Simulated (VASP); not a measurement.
# SnO2 (Im-3m) in VASP: relaxation of cell and atoms with PBE

Aim: the relaxation of cell and atoms of SnO2 with PBE.

Everything below comes from runs of VASP 6.6.1. Logs are shortened: lines on timing, memory, paths and dates and some standing lists are left out, and cuts for length are marked.

### Step 1. The cell of the first run

Symmetry: Im-3m, No. 229, cubic system. The conventional cell has a = 10.635 Å, b = 10.635 Å, c = 10.635 Å, α = 90.00°, β = 90.00°, γ = 90.00°. Sn (site symmetry -4m2) has 4 O at 1.91 Å within 2.5 Å. Within 2.5 Å of O (site symmetry mm2) lie 2 Sn at 1.91 Å and 2 O at 2.16 Å.

### Step 2. Relaxation of cell and atoms, PBE

INCAR reads:

```
SYSTEM = SnO2
  PREC = Accurate
  ENCUT = 600
  EDIFF = 1E-7
  ISMEAR = 0
  SIGMA = 0.1
  LREAL = Auto
  LASPH = .True.
  NELM = 60
  ALGO = Normal
  ISIF = 3
  LWAVE = .False.
  LCHARG = .False.
  GGA = PE
  IBRION = 2
  NSW = 90
  EDIFFG = -0.04
```

KPOINTS reads:

```
Automatic mesh
0
Gamma
  2 2 2
  0 0 0
```

POSCAR reads:

```
SnO2
1.0
   -5.3176636900      5.3176636900      5.3176636900
    5.3176636900     -5.3176636900      5.3176636900
    5.3176636900      5.3176636900     -5.3176636900
Sn O
6 12
Direct
    0.5000000000      0.7500000000      0.2500000000
    0.7500000000      0.2500000000      0.5000000000
    0.7500000000      0.5000000000      0.2500000000
    0.5000000000      0.2500000000      0.7500000000
    0.2500000000      0.7500000000      0.5000000000
    0.2500000000      0.5000000000      0.7500000000
    0.6017296900      0.0000000000      0.3982703100
    0.6017296900      0.6017296900      0.2034593800
    0.3982703100      0.7965406200      0.3982703100
    0.3982703100      0.6017296900      0.0000000000
    0.7965406200      0.3982703100      0.3982703100
    0.6017296900      0.2034593800      0.6017296900
    0.0000000000      0.3982703100      0.6017296900
    0.6017296900      0.3982703100      0.0000000000
    0.0000000000      0.6017296900      0.3982703100
    0.3982703100      0.0000000000      0.6017296900
    0.3982703100      0.3982703100      0.7965406200
    0.2034593800      0.6017296900      0.6017296900
```

Potentials or basis: VASP PAW PBE potentials, release 64 (Sn_d, O).

Launch:

```
> cat potpaw_PBE.64/Sn_d/POTCAR potpaw_PBE.64/O/POTCAR > POTCAR
> mpirun -np 1 vasp_std > vasp.out
```

OUTCAR:

```text
SYSTEM = SnO2
   PREC = Accurate
   ENCUT = 600
   EDIFF = 1E-7
   ISMEAR = 0
   LREAL = Auto
   LASPH = .True.
   NELM = 60
   ISIF = 3
   GGA = PE
   IBRION = 2
   NSW = 90
   EDIFFG = -0.04

 ion  position               nearest neighbor table
   1  0.500  0.750  0.250-   7 1.91   8 1.91   9 1.91  10 1.91
   2  0.750  0.250  0.500-  11 1.91  12 1.91   7 1.91  13 1.91
   3  0.750  0.500  0.250-   8 1.91  11 1.91  14 1.91  15 1.91
   4  0.500  0.250  0.750-  12 1.91  14 1.91  16 1.91  17 1.91
   5  0.250  0.750  0.500-   9 1.91  18 1.91  16 1.91  15 1.91
   6  0.250  0.500  0.750-  10 1.91  13 1.91  17 1.91  18 1.91
   7  0.602  0.000  0.398-   1 1.91   2 1.91
   8  0.602  0.602  0.203-   1 1.91   3 1.91
   9  0.398  0.797  0.398-   1 1.91   5 1.91
  10  0.398  0.602  0.000-   1 1.91   6 1.91
  11  0.797  0.398  0.398-   2 1.91   3 1.91
  12  0.602  0.203  0.602-   2 1.91   4 1.91
  13  0.000  0.398  0.602-   6 1.91   2 1.91
  14  0.602  0.398  0.000-   3 1.91   4 1.91
  15  0.000  0.602  0.398-   3 1.91   5 1.91
  16  0.398  0.000  0.602-   4 1.91   5 1.91
  17  0.398  0.398  0.797-   4 1.91   6 1.91
  18  0.203  0.602  0.602-   5 1.91   6 1.91

  LATTYP: Found a body centered cubic cell.
 ALAT       =    10.6353273800

  Lattice vectors:

 A1 = (  -5.3176636900,   5.3176636900,   5.3176636900)
 A2 = (   5.3176636900,  -5.3176636900,   5.3176636900)
 A3 = (   5.3176636900,   5.3176636900,  -5.3176636900)

Analysis of symmetry for initial positions (statically):
=====================================================================
 Subroutine PRICEL returns:
 Original cell was already a primitive cell.

 Routine SETGRP: Setting up the symmetry group for a
 body centered cubic supercell.

 Subroutine GETGRP returns: Found 48 space group operations
 (whereof 48 operations were pure point group operations)
 out of a pool of 48 trial point group operations.

The static configuration has the point symmetry O_h .

Analysis of symmetry for dynamics (positions and initial velocities):
=====================================================================
 Subroutine PRICEL returns:
 Original cell was already a primitive cell.

 Routine SETGRP: Setting up the symmetry group for a
 body centered cubic supercell.

 Subroutine GETGRP returns: Found 48 space group operations
 (whereof 48 operations were pure point group operations)
 out of a pool of 48 trial point group operations.

The dynamic configuration has the point symmetry O_h .

 Subroutine INISYM returns: Found 48 space group operations
 (whereof 48 operations are pure point group operations),
 and found     1 'primitive' translations

----------------------------------------------------------------------------------------

                                     Primitive cell

  volume of cell :     601.4819

  direct lattice vectors                    reciprocal lattice vectors
    -5.317663690  5.317663690  5.317663690     0.000000000  0.094026255  0.094026255
     5.317663690 -5.317663690  5.317663690     0.094026255  0.000000000  0.094026255
     5.317663690  5.317663690 -5.317663690     0.094026255  0.094026255  0.000000000

  length of vectors
     9.210463689  9.210463689  9.210463689     0.132973204  0.132973204  0.132973204

  position of ions in fractional coordinates (direct lattice)
     0.500000000  0.750000000  0.250000000
     0.750000000  0.250000000  0.500000000
     0.750000000  0.500000000  0.250000000
     0.500000000  0.250000000  0.750000000
     0.250000000  0.750000000  0.500000000
     0.250000000  0.500000000  0.750000000
[... 10 lines left out ...]
     0.398270310  0.398270310  0.796540620
     0.203459380  0.601729690  0.601729690

  ion indices of the primitive-cell ions
   primitive index   ion index
                 1           1
                 2           2
                 3           3
                 4           4
                 5           5
                 6           6
[... 10 lines left out ...]
                17          17
                18          18

----------------------------------------------------------------------------------------

 KPOINTS: Automatic mesh

Automatic generation of k-mesh.
 Grid dimensions read from file:
 generate k-points for:    2    2    2

 Generating k-lattice:

  Cartesian coordinates                     Fractional coordinates (reciprocal lattice)
     0.000000000  0.047013127  0.047013127     0.500000000  0.000000000  0.000000000
     0.047013127  0.000000000  0.047013127     0.000000000  0.500000000  0.000000000
     0.047013127  0.047013127  0.000000000     0.000000000  0.000000000  0.500000000

  Length of vectors
     0.066486602  0.066486602  0.066486602

  Shift w.r.t. Gamma in fractional coordinates (k-lattice)
     0.000000000  0.000000000  0.000000000

 Subroutine IBZKPT returns following result:
 ===========================================

 Found      3 irreducible k-points:

 Following reciprocal coordinates:
            Coordinates               Weight
  0.000000  0.000000  0.000000      1.000000
  0.500000  0.000000  0.000000      6.000000
  0.500000  0.500000  0.500000      1.000000
   k-points           NKPTS =      3   k-points in BZ     NKDIM =      3   number of bands    NBANDS=     93
   number of dos      NEDOS =    301   number of ions     NIONS =     18
   total plane-waves  NPLWV = 512000
   dimension x,y,z NGX =    80 NGY =   80 NGZ =   80
   dimension x,y,z NGXF=   160 NGYF=  160 NGZF=  160
   ions per type =               6  12
   NGX,Y,Z   is equivalent  to a cutoff of  14.44, 14.44, 14.44 a.u.
   NGXF,Y,Z  is equivalent  to a cutoff of  28.88, 28.88, 28.88 a.u.
 SYSTEM =  SnO2
   PREC   = accura    normal or accurate (medium, high low for compatibility)
   ISTART =      0    job   : 0-new  1-cont  2-samecut
   ICHARG =      2    charge: 1-file 2-atom 10-const
   ISPIN  =      1    spin polarized calculation?
   LNONCOLLINEAR =      F non collinear calculations
   LSORBIT =      F    spin-orbit coupling
   LASPH  =      T    aspherical Exc in radial PAW
   ENCUT  =  600.0 eV  44.10 Ry    6.64 a.u.  18.40 18.40 18.40*2*pi/ulx,y,z
   NELM   =     60;   NELMIN=  2; NELMDL= -5     # of ELM steps
   EDIFF  = 0.1E-06   stopping-criterion for ELM
   LREAL  =      T    real-space projection
   EDIFFG = -.4E-01   stopping-criterion for IOM
   NSW    =     90    number of steps for IOM
   IBRION =      2    ionic relax: 0-MD 1-quasi-New 2-CG
   NFREE  =      1    steps in history (QN), initial steepest desc. (CG)
   ISIF   =      3    stress and relaxation
   ISYM   =      2    0-nonsym 1-usesym 2-fastsym
   POTIM  = 0.5000    time-step for ionic-motion
   TEBEG  =    0.0;   TEEND  =   0.0 temperature during run
   PSTRESS=    0.0 pullay stress
   NELECT =     156.0000    total number of electrons
   NUPDOWN=      -1.0000    fix difference up-down
   EMIN   =  10.00;   EMAX   =-10.00  energy-range for DOS
   EFERMI =   0.00;   METHOD = LEGACY
   ISMEAR =     0;   SIGMA  =   0.10  broadening in eV -4-tet -1-fermi 0-gaus
   EFERMI_NEDOS =   21; number of points for ismear=-14 and -15
   IALGO  =     38    algorithm
   IMIX   =      4    mixing-type and parameters
     AMIX     =   0.40;   BMIX     =  1.00
     AMIX_MAG =   1.60;   BMIX_MAG =  1.00
  volume/ion in A,a.u.               =      33.42       225.50
  Fermi-wavevector in a.u.,A,eV,Ry     =   1.044020  1.972912 14.830049  1.089978
  Thomas-Fermi vector in A             =   2.178755
   LORBIT       =      0    0 simple, 1 ext, 2 COOP (PROOUT), +10 PAW based schemes
   GGA     = PE    functional components
   LHFCALC =     F    Hartree Fock is set to
   AEXX    =    0.0000 exact exchange contribution
   IVDW    =     0    specifies the selected vdW correction
   LEPSILON=     F    determine dielectric tensor
   LRPA    =     F    only Hartree local field effects (RPA)
 conjugate gradient relaxation of ions
 non-spin polarized calculation
 Gauss-broadening in eV      SIGMA  =   0.10
  energy-cutoff  :      600.00
  volume of cell :      601.48
 maximum number of plane-waves:     20130
 NGX is ok and might be reduce to    80
   NGX = 37   NGY = 37   NGZ = 37

--------------------------------------- Ionic step        1  -------------------------------------------

 number of electron     156.0000029 magnetization

 Free energy of the ion-electron system (eV)
  ---------------------------------------------------
  ext. energy  EPLUGINS =         0.00000000
  ---------------------------------------------------
  free energy    TOTEN  =       -91.32736491 eV

  energy without entropy =      -91.32736475  energy(sigma->0) =      -91.32736483

------------------------ aborting loop because EDIFF is reached ----------------------------------------

  FORCE on cell =-STRESS in cart. coord.  units (eV):
  Direction    XX          YY          ZZ          XY          YZ          ZX
  --------------------------------------------------------------------------------------
  -------------------------------------------------------------------------------------
  Total       36.0811558     36.0811558     36.0811558      0.0000000      0.0000000     -0.0000000
  in kB       96.1099675     96.1099675     96.1099675      0.0000000      0.0000000     -0.0000000
  external PRESSURE =      96.1099675 kB  Pullay stress =       0.0000000 kB
[... 137 lines left out ...]
  FREE ENERGIE OF THE ION-ELECTRON SYSTEM (eV)
  ---------------------------------------------------
  free  energy   TOTEN  =       -97.0888352176 eV

  energy  without entropy=      -97.0555532644  energy(sigma->0) =      -97.07219424

[... ionic steps 4 to 10 ...]

--------------------------------------- Ionic step       11  -------------------------------------------

 number of electron     156.0000014 magnetization

------------------------ aborting loop because EDIFF is reached ----------------------------------------
[... 99 lines left out ...]
--------------------------------------- Ionic step       13  -------------------------------------------

 number of electron     156.0000014 magnetization

 Free energy of the ion-electron system (eV)
  ---------------------------------------------------
  ext. energy  EPLUGINS =         0.00000000
  ---------------------------------------------------
  free energy    TOTEN  =      -104.73395761 eV

  energy without entropy =     -104.73395761  energy(sigma->0) =     -104.73395761

 E-fermi :  -2.3231     XC(G=0):  -5.5778

 val. band max:       -2.7851296782   @ k =   0.0000   0.0000   0.0000
 cond. band min:      -1.0357730489   @ k =   0.0000   0.0000   0.0000
 fundamental gap:      1.7493566293
 Fermi energy:        -2.3231026685

 k-point     1 :       0.0000    0.0000    0.0000
  band No.  band energies     occupation
      1     -23.1099      2.00000
      2     -23.1099      2.00000
      3     -23.1099      2.00000
      4     -23.0556      2.00000
      5     -23.0556      2.00000
      6     -23.0549      2.00000
[... 268 lines left out ...]
     89       4.8675      0.00000
     90       4.8891      0.00000
 [bands above 90 left out]

------------------------ aborting loop because EDIFF is reached ----------------------------------------

  FORCE on cell =-STRESS in cart. coord.  units (eV):
  Direction    XX          YY          ZZ          XY          YZ          ZX
  --------------------------------------------------------------------------------------
  -------------------------------------------------------------------------------------
  Total       -0.0663839     -0.0663839     -0.0663839      0.0000000      0.0000000      0.0000000
  in kB       -0.1738029     -0.1738029     -0.1738029      0.0000000      0.0000000      0.0000000
  external PRESSURE =      -0.1738029 kB  Pullay stress =       0.0000000 kB
[... 33 lines left out ...]
  FREE ENERGIE OF THE ION-ELECTRON SYSTEM (eV)
  ---------------------------------------------------
  free  energy   TOTEN  =      -104.7339576141 eV

  energy  without entropy=     -104.7339576141  energy(sigma->0) =     -104.73395761

 reached required accuracy - stopping structural energy minimisation
```

Wall time 74 min (1 thread of AMD EPYC 9R45 (Zen 5), shared host); peak memory 1.1 GiB.

What came out:

| Property | Result |
| --- | --- |
| Free energy | -104.7340 eV |
| Relaxed volume | 34.00 Å³/atom |
| Relaxed cell | a = 9.264 Å, b = 9.264 Å, c = 9.264 Å, α = 109.47°, β = 109.47°, γ = 109.47° |
| Space group after relaxing (to 0.05 Å) | Im-3m (No. 229) |
| Energy gained by relaxing | 744.8 meV/atom |
| Ionic steps | 13 |
| Pressure after relaxing | 0.0 GPa |
| Largest force after relaxing | 0.009 eV/Å |
| Band gap on the k mesh | 1.75 eV, direct |

Forces on the atoms (eV/Å):
```
Sn   0.000  0.000  0.000
Sn   0.000  0.000  0.000
Sn   0.000  0.000  0.000
Sn   0.000  0.000  0.000
Sn   0.000  0.000  0.000
Sn   0.000  0.000  0.000
O   -0.006  0.000  0.006
O    0.006  0.006  0.000
O   -0.006  0.000 -0.006
O    0.006 -0.006  0.000
O    0.000 -0.006 -0.006
O    0.006  0.000  0.006
O    0.000  0.006 -0.006
O   -0.006  0.006  0.000
O    0.000 -0.006  0.006
O    0.006  0.000 -0.006
O   -0.006 -0.006  0.000
O    0.000  0.006  0.006
```

Step by step:
```csv
step,energy change (eV),largest force (eV/Å),pressure (GPa),volume (Å³)
1,0.0000,3.5681,9.61,601.48
2,-5.0877,1.2445,-5.25,793.40
3,-5.7615,1.6969,-2.81,733.87
4,-8.2120,1.3854,-2.00,699.19
5,-11.7310,0.8701,4.87,601.73
6,-12.9462,0.4635,0.93,624.92
7,-13.1780,0.1826,-1.20,640.11
8,-13.1787,0.1678,-1.31,640.94
9,-13.2907,0.0878,-1.12,633.85
10,-13.3791,0.0450,-0.87,622.23
11,-13.3829,0.0785,-0.83,619.45
12,-13.4012,0.0506,0.39,608.48
13,-13.4066,0.0087,-0.02,611.95
```

Final structure:
```xyz
18
Lattice="-5.3483 5.3483 5.3483 5.3483 -5.3483 5.3483 5.3483 5.3483 -5.3483" Properties=species:S:1:pos:R:3 pbc="T T T"
Sn    2.6742    0.0000    5.3483
Sn    0.0000    5.3483    2.6742
Sn    0.0000    2.6742    5.3483
Sn    2.6742    5.3483    0.0000
Sn    5.3483    0.0000    2.6742
Sn    5.3483    2.6742    0.0000
O    -1.6571    5.3483    1.6571
O     1.6571    1.6571    5.3483
O     3.6912    0.0000    3.6912
O     1.6571   -1.6571    5.3483
O     0.0000    3.6912    3.6912
O     1.6571    5.3483    1.6571
O     5.3483    1.6571   -1.6571
O    -1.6571    1.6571    5.3483
O     5.3483   -1.6571    1.6571
O     1.6571    5.3483   -1.6571
O     3.6912    3.6912    0.0000
O     5.3483    1.6571    1.6571
```

Caveat: spin-orbit coupling is left out, which moves the levels of the heavy elements. As with any semilocal functional, this PBE gap is likely too small.
